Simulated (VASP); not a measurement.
# InP (F-43m) in VASP: single point with HSE06

Aim: the single point of InP with HSE06.

Program: VASP 6.6.1. These are calculated values, not measurements. Logs are shortened: lines on timing, memory, paths and dates and some standing lists are left out, and cuts for length are marked.

### 1 The cell of the first run

The structure is cubic, space group F-43m (No. 216). The conventional cell has a = 5.960 Å, b = 5.960 Å, c = 5.960 Å, α = 90.00°, β = 90.00°, γ = 90.00°. In (site symmetry -43m) has 4 P at 2.58 Å within 3.4 Å. P (site symmetry -43m) has 4 In at 2.58 Å within 3.4 Å.

### 2 Single point, HSE06

The input, POSCAR:

```
InP
1.0
    0.0000000000      2.9798940533      2.9798940533
    2.9798940533      0.0000000000      2.9798940533
    2.9798940533      2.9798940533      0.0000000000
In P
1 1
Direct
    0.0000000000      0.0000000000      0.0000000000
    0.7500000000      0.7500000000      0.7500000000
```

The input, INCAR.step1:

```
PREC = Accurate
ENCUT = 520
EDIFF = 1E-5
ISMEAR = 0
SIGMA = 0.01
LREAL = False
LASPH = True
NELM = 60
ALGO = Normal
ISIF = 2
LWAVE = True
GGA = PE
NBANDS = 16
```

The input, INCAR.step2:

```
PREC = Accurate
ENCUT = 520
EDIFF = 1E-6
ISMEAR = 0
SIGMA = 0.01
LREAL = False
LASPH = True
NELM = 60
ALGO = Normal
ISIF = 2
LWAVE = False
LCHARG = True
GGA = PE
LHFCALC = True
HFSCREEN = 0.2079
PRECFOCK = Normal
LELF = True
LVHAR = True
ISTART = 1
NBANDS = 16
```

The input, KPOINTS:

```
regular mesh
0
Gamma
  6 6 6
```

Potentials or basis: VASP PAW PBE potentials, release 64 (In_d, P).

Launch:

```console
> cat potpaw_PBE.64/In_d/POTCAR potpaw_PBE.64/P/POTCAR > POTCAR
> cp INCAR.step1 INCAR
> mpirun -np 1 vasp_std > vasp.out
> cp INCAR.step2 INCAR
> mpirun -np 1 vasp_std > vasp.out
```

OUTCAR:

```text
PREC = Accurate
   ENCUT = 520
   EDIFF = 1E-6
   ISMEAR = 0
   LREAL = False
   LASPH = True
   NELM = 60
   ISIF = 2
   GGA = PE
   LHFCALC = True
   HFSCREEN = 0.2079
   PRECFOCK = Normal
   ISTART = 1

 ion  position               nearest neighbor table
   1  0.000  0.000  0.000-   2 2.58   2 2.58   2 2.58   2 2.58
   2  0.750  0.750  0.750-   1 2.58   1 2.58   1 2.58   1 2.58

  LATTYP: Found a face centered cubic cell.
 ALAT       =     5.9597881066

  Lattice vectors:

 A1 = (   0.0000000000,   2.9798940533,   2.9798940533)
 A2 = (   2.9798940533,   0.0000000000,   2.9798940533)
 A3 = (   2.9798940533,   2.9798940533,   0.0000000000)

Analysis of symmetry for initial positions (statically):
=====================================================================
 Subroutine PRICEL returns:
 Original cell was already a primitive cell.

 Routine SETGRP: Setting up the symmetry group for a
 face centered cubic supercell.

 Subroutine GETGRP returns: Found 24 space group operations
 (whereof 24 operations were pure point group operations)
 out of a pool of 48 trial point group operations.

The static configuration has the point symmetry T_d .

Analysis of symmetry for dynamics (positions and initial velocities):
=====================================================================
 Subroutine PRICEL returns:
 Original cell was already a primitive cell.

 Routine SETGRP: Setting up the symmetry group for a
 face centered cubic supercell.

 Subroutine GETGRP returns: Found 24 space group operations
 (whereof 24 operations were pure point group operations)
 out of a pool of 48 trial point group operations.

The dynamic configuration has the point symmetry T_d .

 Subroutine INISYM returns: Found 24 space group operations
 (whereof 24 operations are pure point group operations),
 and found     1 'primitive' translations

----------------------------------------------------------------------------------------

                                     Primitive cell

  volume of cell :      52.9215

  direct lattice vectors                    reciprocal lattice vectors
     0.000000000  2.979894053  2.979894053    -0.167791200  0.167791200  0.167791200
     2.979894053  0.000000000  2.979894053     0.167791200 -0.167791200  0.167791200
     2.979894053  2.979894053  0.000000000     0.167791200  0.167791200 -0.167791200

  length of vectors
[... 80 lines left out ...]
   ISYM   =      3    0-nonsym 1-usesym 2-fastsym
   POTIM  = 0.5000    time-step for ionic-motion
   TEBEG  =    0.0;   TEEND  =   0.0 temperature during run
   PSTRESS=    0.0 pullay stress
   NELECT =      18.0000    total number of electrons
   NUPDOWN=      -1.0000    fix difference up-down
   EMIN   =  10.00;   EMAX   =-10.00  energy-range for DOS
   EFERMI =   0.00;   METHOD = LEGACY
   ISMEAR =     0;   SIGMA  =   0.01  broadening in eV -4-tet -1-fermi 0-gaus
   EFERMI_NEDOS =   21; number of points for ismear=-14 and -15
   IALGO  =     38    algorithm
   IMIX   =      1    mixing-type and parameters
     AMIX     =   0.40;   BMIX     =  1.00
     AMIX_MAG =   1.60;   BMIX_MAG =  1.00
  volume/ion in A,a.u.               =      26.46       178.57
  Fermi-wavevector in a.u.,A,eV,Ry     =   1.142760  2.159502 17.767839  1.305899
  Thomas-Fermi vector in A             =   2.279457
   LORBIT       =      0    0 simple, 1 ext, 2 COOP (PROOUT), +10 PAW based schemes
   GGA     = PE    functional components
   LHFCALC =     T    Hartree Fock is set to
   PRECFOCK=normal    Normal, Fast or Accurate (Low or Medium for compatibility)
   ENCUT4O =  -1.0   cutoff for four orbital integrals eV
   NKREDX  =     1    reduce k-point grid by
   NKREDY  =     1    reduce k-point grid by
   NKREDZ  =     1    reduce k-point grid by
   AEXX    =    0.2500 exact exchange contribution
   HFSCREEN=    0.2079 screening length (either q_TF or 0.3 A-1)
   HFSCREENC=   0.2079 screening length for correlation (either q_TF or 0.3 A-1)
   ENCUTFOCK=  -1.0 apply spherical cutoff to Coloumb kernel
   IVDW    =     0    specifies the selected vdW correction
   LEPSILON=     F    determine dielectric tensor
   LRPA    =     F    only Hartree local field effects (RPA)
 non-spin polarized calculation
 Gauss-broadening in eV      SIGMA  =   0.01
  energy-cutoff  :      520.00
  volume of cell :       52.92
 maximum number of plane-waves:      1458
  NGX = 24; NGY = 24; NGZ = 24

 number of electron      18.0000005 magnetization

 Free energy of the ion-electron system (eV)
  ---------------------------------------------------
  ext. energy  EPLUGINS =         0.00000000
  ---------------------------------------------------
  free energy    TOTEN  =        -9.97597309 eV

  energy without entropy =       -9.97597309  energy(sigma->0) =       -9.97597309

 E-fermi :   4.3503     XC(G=0):  -7.5572

 val. band max:        4.2418406011   @ k =   0.0000   0.0000   0.0000
 cond. band min:       5.4324329705   @ k =   0.0000   0.0000   0.0000
 fundamental gap:      1.1905923694
 Fermi energy:         4.3502794385

 k-point     1 :       0.0000    0.0000    0.0000
  band No.  band energies     occupation
      1     -11.5683      2.00000
      2     -11.5683      2.00000
      3     -11.5683      2.00000
      4     -11.4307      2.00000
      5     -11.4307      2.00000
      6      -8.1487      2.00000
[... 281 lines left out ...]
      3     -11.4847      2.00000
      4     -11.4546      2.00000
      5     -11.4132      2.00000
      6      -5.7437      2.00000
[... 8 lines left out ...]
     15      16.5591      0.00000
     16      17.2169      0.00000

------------------------ aborting loop because EDIFF is reached ----------------------------------------

  FORCE on cell =-STRESS in cart. coord.  units (eV):
  Direction    XX          YY          ZZ          XY          YZ          ZX
  --------------------------------------------------------------------------------------
  -------------------------------------------------------------------------------------
  Total       -0.6823914     -0.6823914     -0.6823914      0.0000000      0.0000000      0.0000000
  in kB      -20.6591132    -20.6591132    -20.6591132      0.0000000      0.0000000      0.0000000
  external PRESSURE =     -20.6591132 kB  Pullay stress =       0.0000000 kB

 VOLUME and BASIS-vectors are now :
 -----------------------------------------------------------------------------
  energy-cutoff  :      520.00
  volume of cell :       52.92
      direct lattice vectors                 reciprocal lattice vectors
     0.000000000  2.979894053  2.979894053    -0.167791200  0.167791200  0.167791200
     2.979894053  0.000000000  2.979894053     0.167791200 -0.167791200  0.167791200
     2.979894053  2.979894053  0.000000000     0.167791200  0.167791200 -0.167791200

 POSITION                                       TOTAL-FORCE (eV/Angst)
 -----------------------------------------------------------------------------------
      0.00000      0.00000      0.00000        -0.000000     -0.000000     -0.000000
      4.46984      4.46984      4.46984         0.000000      0.000000      0.000000
 -----------------------------------------------------------------------------------
    total drift:                               -0.000057     -0.000053     -0.000036

  FREE ENERGIE OF THE ION-ELECTRON SYSTEM (eV)
  ---------------------------------------------------
  free  energy   TOTEN  =        -9.9759730933 eV

  energy  without entropy=       -9.9759730933  energy(sigma->0) =       -9.97597309
```

Wall time 65 min (1 thread of Oxide Virtual Turin-like, shared host); peak memory 0.27 GiB.

Results:

| Item | Value |
| --- | --- |
| Free energy | -9.9760 eV |
| Pressure | -2.1 GPa |
| Band gap on the k mesh | 1.19 eV |

Caveat: the PAW data sets were made with another functional, which shifts forces and pressure a little; spin-orbit coupling is left out, which moves the levels of the heavy elements.
